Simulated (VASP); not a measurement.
# ZnO (P4_2/mnm) in VASP: notebook

The runs below take ZnO through single point, with PBEsol.

Program: VASP 6.6.1. These are calculated values, not measurements. Logs are shortened: lines on timing, memory, paths and dates and some standing lists are left out, and cuts for length are marked.

## (1) The cell of the first run

Symmetry: P4_2/mnm, No. 136, tetragonal system. Conventional cell: a = 5.518 Å, b = 5.518 Å, c = 3.259 Å, α = 90.00°, β = 90.00°, γ = 90.00°. Zn (site symmetry m2m) has 4 O at 1.94 to 2.01 Å within 2.6 Å. O (site symmetry m2m) has 4 Zn at 1.94 to 2.01 Å within 2.6 Å.

## (2) Single point, PBEsol

Contents of INCAR:

```
SYSTEM = ZnO
PREC     = Accurate       ! precision mode
ENCUT    = 600            ! plane-wave cutoff, eV
EDIFF    = 1E-6           ! SCF threshold, eV
ISMEAR   = 0              ! smearing method
SIGMA    = 0.01           ! smearing width, eV
LREAL    = .False.        ! projectors in reciprocal space
LASPH    = .True.         ! aspherical terms in the spheres
NELM     = 120            ! most SCF steps
ALGO     = Normal         ! electronic algorithm
ISIF     = 2              ! what is computed and relaxed
LWAVE    = .False.        ! write WAVECAR
LCHARG   = .False.        ! write CHGCAR
GGA      = PS             ! functional
NBANDS   = 46             ! bands
GGA_COMPAT= .False.
```

Contents of KPOINTS:

```
regular mesh
0
Gamma
  4 4 6
  0 0 0
```

Contents of POSCAR:

```
ZnO
1.0
    5.5175700700      0.0000000000      0.0000000000
    0.0000000000      5.5175700700      0.0000000000
    0.0000000000      0.0000000000      3.2587787700
Zn O
4 4
Direct
    0.1819728408      0.1819728408      0.5000000015
    0.8180271592      0.8180271592      0.5000000015
    0.6819728399      0.3180271601      0.0000000000
    0.3180271601      0.6819728399      0.0000000000
    0.8172472307      0.1827527693      0.5000000015
    0.1827527693      0.8172472307      0.5000000015
    0.6827527702      0.6827527702      0.0000000000
    0.3172472298      0.3172472298      0.0000000000
```

Potentials or basis: VASP PAW PBE potentials, release 64 (Zn, O).

Command:

```sh
$ cat potpaw_PBE.64/Zn/POTCAR potpaw_PBE.64/O/POTCAR > POTCAR
$ mpirun -np 1 vasp_std > vasp.out
```

OUTCAR:

```text
SYSTEM = ZnO
   PREC = Accurate
   ENCUT = 600
   EDIFF = 1E-6
   ISMEAR = 0
   LREAL = .False.
   LASPH = .True.
   NELM = 120
   ISIF = 2
   GGA = PS

 ion  position               nearest neighbor table
   1  0.182  0.182  0.500-   8 1.94   8 1.94   5 2.01   6 2.01   2 2.84
   2  0.818  0.818  0.500-   7 1.94   7 1.94   5 2.01   6 2.01   1 2.84
   3  0.682  0.318  0.000-   5 1.94   5 1.94   7 2.01   8 2.01   4 2.84
   4  0.318  0.682  0.000-   6 1.94   6 1.94   7 2.01   8 2.01   3 2.84
   5  0.817  0.183  0.500-   3 1.94   3 1.94   1 2.01   2 2.01
   6  0.183  0.817  0.500-   4 1.94   4 1.94   1 2.01   2 2.01
   7  0.683  0.683  0.000-   2 1.94   2 1.94   3 2.01   4 2.01
   8  0.317  0.317  0.000-   1 1.94   1 1.94   3 2.01   4 2.01

  LATTYP: Found a simple tetragonal cell.
 ALAT       =     5.5175700700
 C/A-ratio  =     0.5906184659

  Lattice vectors:

 A1 = (   5.5175700700,   0.0000000000,   0.0000000000)
 A2 = (   0.0000000000,   5.5175700700,   0.0000000000)
 A3 = (   0.0000000000,   0.0000000000,   3.2587787700)

Analysis of symmetry for initial positions (statically):
=====================================================================
 Subroutine PRICEL returns:
 Original cell was already a primitive cell.

 Routine SETGRP: Setting up the symmetry group for a
 simple tetragonal supercell.

 Subroutine GETGRP returns: Found 16 space group operations
 (whereof  8 operations were pure point group operations)
 out of a pool of 16 trial point group operations.

The static configuration has the point symmetry D_2h.
 The point group associated with its full space group is D_4h.

Analysis of symmetry for dynamics (positions and initial velocities):
=====================================================================
 Subroutine PRICEL returns:
 Original cell was already a primitive cell.

 Routine SETGRP: Setting up the symmetry group for a
 simple tetragonal supercell.

 Subroutine GETGRP returns: Found 16 space group operations
 (whereof  8 operations were pure point group operations)
 out of a pool of 16 trial point group operations.

The dynamic configuration has the point symmetry D_2h.
 The point group associated with its full space group is D_4h.

 Subroutine INISYM returns: Found 16 space group operations
 (whereof  8 operations are pure point group operations),
 and found     1 'primitive' translations

----------------------------------------------------------------------------------------

                                     Primitive cell

  volume of cell :      99.2089

  direct lattice vectors                    reciprocal lattice vectors
     5.517570070  0.000000000  0.000000000     0.181239203  0.000000000  0.000000000
     0.000000000  5.517570070  0.000000000     0.000000000  0.181239203  0.000000000
     0.000000000  0.000000000  3.258778770     0.000000000  0.000000000  0.306863420

  length of vectors
     5.517570070  5.517570070  3.258778770     0.181239203  0.181239203  0.306863420

  position of ions in fractional coordinates (direct lattice)
     0.181972841  0.181972841  0.500000001
     0.818027159  0.818027159  0.500000001
     0.681972840  0.318027160  0.000000000
     0.318027160  0.681972840  0.000000000
     0.817247231  0.182752769  0.500000001
     0.182752769  0.817247231  0.500000001
     0.682752770  0.682752770  0.000000000
     0.317247230  0.317247230  0.000000000

  ion indices of the primitive-cell ions
   primitive index   ion index
                 1           1
                 2           2
                 3           3
                 4           4
                 5           5
                 6           6
                 7           7
                 8           8

----------------------------------------------------------------------------------------

 KPOINTS: regular mesh

Automatic generation of k-mesh.
 Grid dimensions read from file:
 generate k-points for:    4    4    6

 Generating k-lattice:

  Cartesian coordinates                     Fractional coordinates (reciprocal lattice)
     0.045309801  0.000000000  0.000000000     0.250000000  0.000000000  0.000000000
     0.000000000  0.045309801  0.000000000     0.000000000  0.250000000  0.000000000
     0.000000000  0.000000000  0.051143903     0.000000000  0.000000000  0.166666667

  Length of vectors
     0.045309801  0.045309801  0.051143903

  Shift w.r.t. Gamma in fractional coordinates (k-lattice)
     0.000000000  0.000000000  0.000000000

 Subroutine IBZKPT returns following result:
 ===========================================

 Found     24 irreducible k-points:

 Following reciprocal coordinates:
            Coordinates               Weight
  0.000000  0.000000  0.000000      1.000000
  0.250000  0.000000  0.000000      4.000000
  0.500000  0.000000  0.000000      2.000000
  0.250000  0.250000  0.000000      4.000000
  0.500000  0.250000  0.000000      4.000000
  0.500000  0.500000  0.000000      1.000000
[... 16 lines left out ...]
  0.500000  0.250000  0.500000      4.000000
  0.500000  0.500000  0.500000      1.000000
   k-points           NKPTS =     24   k-points in BZ     NKDIM =     24   number of bands    NBANDS=     46
   number of dos      NEDOS =    301   number of ions     NIONS =      8
   total plane-waves  NPLWV =  64512
   dimension x,y,z NGX =    48 NGY =   48 NGZ =   28
   dimension x,y,z NGXF=    96 NGYF=   96 NGZF=   56
   ions per type =               4   4
   NGX,Y,Z   is equivalent  to a cutoff of  14.46, 14.46, 14.28 a.u.
   NGXF,Y,Z  is equivalent  to a cutoff of  28.93, 28.93, 28.57 a.u.
 SYSTEM =  ZnO
   PREC   = accura    normal or accurate (medium, high low for compatibility)
   ISTART =      0    job   : 0-new  1-cont  2-samecut
   ICHARG =      2    charge: 1-file 2-atom 10-const
   ISPIN  =      1    spin polarized calculation?
   LNONCOLLINEAR =      F non collinear calculations
   LSORBIT =      F    spin-orbit coupling
   LASPH  =      T    aspherical Exc in radial PAW
   ENCUT  =  600.0 eV  44.10 Ry    6.64 a.u.  11.02 11.02  6.51*2*pi/ulx,y,z
   NELM   =    120;   NELMIN=  2; NELMDL= -5     # of ELM steps
   EDIFF  = 0.1E-05   stopping-criterion for ELM
   LREAL  =      F    real-space projection
   EDIFFG = 0.1E-04   stopping-criterion for IOM
   NSW    =      0    number of steps for IOM
   IBRION =     -1    ionic relax: 0-MD 1-quasi-New 2-CG
   NFREE  =      0    steps in history (QN), initial steepest desc. (CG)
   ISIF   =      2    stress and relaxation
   ISYM   =      2    0-nonsym 1-usesym 2-fastsym
   POTIM  = 0.5000    time-step for ionic-motion
   TEBEG  =    0.0;   TEEND  =   0.0 temperature during run
   PSTRESS=    0.0 pullay stress
   NELECT =      72.0000    total number of electrons
   NUPDOWN=      -1.0000    fix difference up-down
   EMIN   =  10.00;   EMAX   =-10.00  energy-range for DOS
   EFERMI =   0.00;   METHOD = LEGACY
   ISMEAR =     0;   SIGMA  =   0.01  broadening in eV -4-tet -1-fermi 0-gaus
   EFERMI_NEDOS =   21; number of points for ismear=-14 and -15
   IALGO  =     38    algorithm
   IMIX   =      4    mixing-type and parameters
     AMIX     =   0.40;   BMIX     =  1.00
     AMIX_MAG =   1.60;   BMIX_MAG =  1.00
  volume/ion in A,a.u.               =      12.40        83.69
  Fermi-wavevector in a.u.,A,eV,Ry     =   1.471190  2.780146 29.448455  2.164400
  Thomas-Fermi vector in A             =   2.586356
   LORBIT       =      0    0 simple, 1 ext, 2 COOP (PROOUT), +10 PAW based schemes
   GGA     = PS    functional components
   LHFCALC =     F    Hartree Fock is set to
   AEXX    =    0.0000 exact exchange contribution
   IVDW    =     0    specifies the selected vdW correction
   LEPSILON=     F    determine dielectric tensor
   LRPA    =     F    only Hartree local field effects (RPA)
 non-spin polarized calculation
 Gauss-broadening in eV      SIGMA  =   0.01
  energy-cutoff  :      600.00
  volume of cell :       99.21
 maximum number of plane-waves:      3344
 NGX is ok and might be reduce to    48
   NGX = 23   NGY = 23   NGZ = 13

 number of electron      72.0000031 magnetization

 Free energy of the ion-electron system (eV)
  ---------------------------------------------------
  ext. energy  EPLUGINS =         0.00000000
  ---------------------------------------------------
  free energy    TOTEN  =       -38.57763963 eV

  energy without entropy =      -38.57763963  energy(sigma->0) =      -38.57763963

 E-fermi :   0.8963     XC(G=0): -10.8936

 val. band max:        0.8438263098   @ k =   0.0000   0.0000   0.0000
 cond. band min:       1.5399137102   @ k =   0.0000   0.0000   0.0000
 fundamental gap:      0.6960874004
 Fermi energy:         0.8963166348

 k-point     1 :       0.0000    0.0000    0.0000
  band No.  band energies     occupation
      1     -17.2248      2.00000
      2     -16.4926      2.00000
      3     -16.4926      2.00000
      4     -16.3993      2.00000
      5      -5.5594      2.00000
      6      -5.2908      2.00000
[... 38 lines left out ...]
     45      11.0728      0.00000
     46      12.9352      0.00000

 k-point     2 :       0.2500    0.0000    0.0000
  band No.  band energies     occupation
      1     -17.1386      2.00000
      2     -16.6543      2.00000
      3     -16.4602      2.00000
      4     -16.3608      2.00000
      5      -5.5416      2.00000
      6      -5.3464      2.00000
[... 38 lines left out ...]
     45      11.6872      0.00000
     46      12.3109      0.00000

 k-point     3 :       0.5000    0.0000    0.0000
  band No.  band energies     occupation
      1     -16.9164      2.00000
      2     -16.9164      2.00000
      3     -16.3928      2.00000
      4     -16.3928      2.00000
      5      -5.4614      2.00000
      6      -5.4614      2.00000
[... 1018 lines left out ...]
     45      10.4016      0.00000
     46      10.4016      0.00000

 k-point    24 :       0.5000    0.5000    0.5000
  band No.  band energies     occupation
      1     -16.5398      2.00000
      2     -16.5398      2.00000
      3     -16.2920      2.00000
      4     -16.2920      2.00000
      5      -5.3720      2.00000
      6      -5.3720      2.00000
[... 38 lines left out ...]
     45      11.0898      0.00000
     46      11.0898      0.00000

------------------------ aborting loop because EDIFF is reached ----------------------------------------

  FORCE on cell =-STRESS in cart. coord.  units (eV):
  Direction    XX          YY          ZZ          XY          YZ          ZX
  --------------------------------------------------------------------------------------
  -------------------------------------------------------------------------------------
  Total       -0.1004807     -0.1004807     -0.2605646      0.0000000      0.0000000      0.0000000
  in kB       -1.6227167     -1.6227167     -4.2079971      0.0000000      0.0000000      0.0000000
  external PRESSURE =      -2.4844768 kB  Pullay stress =       0.0000000 kB

 VOLUME and BASIS-vectors are now :
 -----------------------------------------------------------------------------
  energy-cutoff  :      600.00
  volume of cell :       99.21
      direct lattice vectors                 reciprocal lattice vectors
     5.517570070  0.000000000  0.000000000     0.181239203  0.000000000  0.000000000
     0.000000000  5.517570070  0.000000000     0.000000000  0.181239203  0.000000000
     0.000000000  0.000000000  3.258778770     0.000000000  0.000000000  0.306863420

 POSITION                                       TOTAL-FORCE (eV/Angst)
 -----------------------------------------------------------------------------------
      1.00405      1.00405      1.62939         0.002693      0.002693      0.000000
      4.51352      4.51352      1.62939        -0.002693     -0.002693     -0.000000
      3.76283      1.75474      0.00000         0.002693     -0.002693     -0.000000
      1.75474      3.76283      0.00000        -0.002693      0.002693      0.000000
      4.50922      1.00835      1.62939         0.014709     -0.014709     -0.000000
      1.00835      4.50922      1.62939        -0.014709      0.014709      0.000000
      3.76714      3.76714      0.00000        -0.014709     -0.014709     -0.000000
      1.75043      1.75043      0.00000         0.014709      0.014709     -0.000000
 -----------------------------------------------------------------------------------
    total drift:                                0.000016     -0.000016     -0.000012

  FREE ENERGIE OF THE ION-ELECTRON SYSTEM (eV)
  ---------------------------------------------------
  free  energy   TOTEN  =       -38.5776396315 eV

  energy  without entropy=      -38.5776396315  energy(sigma->0) =      -38.57763963
```

Wall time 62 s (1 thread of Intel Xeon 6975P-C (Granite Rapids), shared host); peak memory 0.28 GiB.

Results:

| Item | Value |
| --- | --- |
| Free energy | -38.5776 eV |
| Pressure | -0.2 GPa |
| Largest force | 0.021 eV/Å |
| Band gap on the k mesh | 0.70 eV, direct |

Forces on the atoms (eV/Å):
```
Zn   0.003  0.003  0.000
Zn  -0.003 -0.003  0.000
Zn   0.003 -0.003  0.000
Zn  -0.003  0.003  0.000
O    0.015 -0.015  0.000
O   -0.015  0.015  0.000
O   -0.015 -0.015  0.000
O    0.015  0.015  0.000
```

Levels at points of the mesh, in eV from the valence-band top:
| k point | band 34 | band 35 | band 36 | band 37 | band 38 | band 39 |
| --- | --- | --- | --- | --- | --- | --- |
| (0.00, 0.00, 0.00) | -0.18 | -0.18 | 0.00 | 0.70 | 5.18 | 5.18 |
| (0.50, 0.00, 0.00) | -0.49 | -0.43 | -0.43 | 3.13 | 3.13 | 6.00 |
| (0.50, 0.50, 0.00) | -0.88 | -0.76 | -0.76 | 4.18 | 4.18 | 4.57 |
| (0.00, 0.00, 0.50) | -1.81 | -1.32 | -1.32 | 5.76 | 5.76 | 7.86 |
| (0.50, 0.00, 0.50) | -1.58 | -1.05 | -1.05 | 5.84 | 5.84 | 6.65 |
| (0.50, 0.50, 0.50) | -1.36 | -1.34 | -1.34 | 5.39 | 5.39 | 5.83 |

Caveat: the PAW data sets were made with another functional, which shifts forces and pressure a little. PBEsol gaps usually lie below the measured ones, often by a third to a half.

## (3) Single point, PBEsol

Contents of INCAR:

```
ALGO = Normal ; EDIFF = 1E-6
ENCUT = 600 ; GGA = PS
GGA_COMPAT = False ; ISIF = 2
ISMEAR = 0 ; LASPH = True
LCHARG = False ; LREAL = False
LWAVE = False ; NBANDS = 46
NELM = 120 ; PREC = Accurate
SIGMA = 0.01
```

Contents of KPOINTS:

```
k-points
0
Gamma
  4 4 6
```

POSCAR is that of step 2.

Potentials or basis: VASP PAW PBE potentials, release 64 (Zn, O).

Command:

```sh
$ cat potpaw_PBE.64/Zn/POTCAR potpaw_PBE.64/O/POTCAR > POTCAR
$ mpirun -np 1 vasp_std > vasp.out
```

Wall time 60 s (1 thread of Intel Xeon 6975P-C (Granite Rapids), shared host); peak memory 0.29 GiB.

It converged, with:

```yaml
Free_energy: -38.5776 eV
Pressure: -0.2 GPa
Largest_force: 0.021 eV/Å
Band_gap_on_the_k_mesh: 0.70 eV, direct
```

Forces in eV/Å, atoms in the order of the input:
```
Zn   0.003  0.003  0.000
Zn  -0.003 -0.003  0.000
Zn   0.003 -0.003  0.000
Zn  -0.003  0.003  0.000
O    0.015 -0.015  0.000
O   -0.015  0.015  0.000
O   -0.015 -0.015  0.000
O    0.015  0.015  0.000
```

Stress tensor (GPa, compression positive):
```
-0.16  0.00  0.00
 0.00 -0.16  0.00
 0.00  0.00 -0.42
```

Levels at points of the mesh, in eV from the valence-band top:
```
           k point  band 33  band 34  band 35  band 36  band 37  band 38  band 39  band 40
(0.00, 0.00, 0.00)    -0.48    -0.18    -0.18     0.00     0.70     5.18     5.18     6.75
(0.50, 0.00, 0.00)    -0.49    -0.49    -0.43    -0.43     3.13     3.13     6.00     6.00
(0.50, 0.50, 0.00)    -0.88    -0.88    -0.76    -0.76     4.18     4.18     4.57     4.57
(0.00, 0.00, 0.50)    -1.81    -1.81    -1.32    -1.32     5.76     5.76     7.86     7.86
(0.50, 0.00, 0.50)    -1.58    -1.58    -1.05    -1.05     5.84     5.84     6.65     6.65
(0.50, 0.50, 0.50)    -1.36    -1.36    -1.34    -1.34     5.39     5.39     5.83     5.83
```

Caveat: the PAW data sets were made with another functional, which shifts forces and pressure a little.
